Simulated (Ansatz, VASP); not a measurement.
Two plane-wave programs on Hf

```xyz
1
Lattice="0.0000 2.2321 2.2321 2.2321 0.0000 2.2321 2.2321 2.2321 0.0000" Properties=species:S:1:pos:R:3 pbc="T T T"
Hf    0.0000    0.0000    0.0000
```

Alike in both runs: functional r2SCAN; dispersion D4; k mesh 5 × 5 × 5; no spin polarisation.

Ansatz relaxed the structure, and its values are those at the end. VASP's run is a single point on that final structure, the one shown.

|  | VASP | Ansatz |
| --- | --- | --- |
| version | VASP 6.6.1 | Ansatz 0.2.0 |
| potentials or method | VASP PAW PBE potentials, release 64 (Hf_pv) | plane waves, PAW |
| plane-wave cutoff (eV) | 520 | 500 |
| occupations | fermi-dirac, width 0.1 eV | fermi-dirac |
| valence electrons in the cell | 10 | 26 |

|  | VASP | Ansatz | Ansatz less VASP |
| --- | --- | --- | --- |
| pressure (GPa) | -0.5 | 0.0 | +0.51 |

VASP's potentials were made for PBE, not for r2SCAN. VASP's potentials hold 10 valence electrons a cell and Ansatz's 26, so a difference there can come from the potentials and not from the codes.

The k mesh is coarse, so the values compare programs but aren't converged. Neither program's run includes spin-orbit coupling.
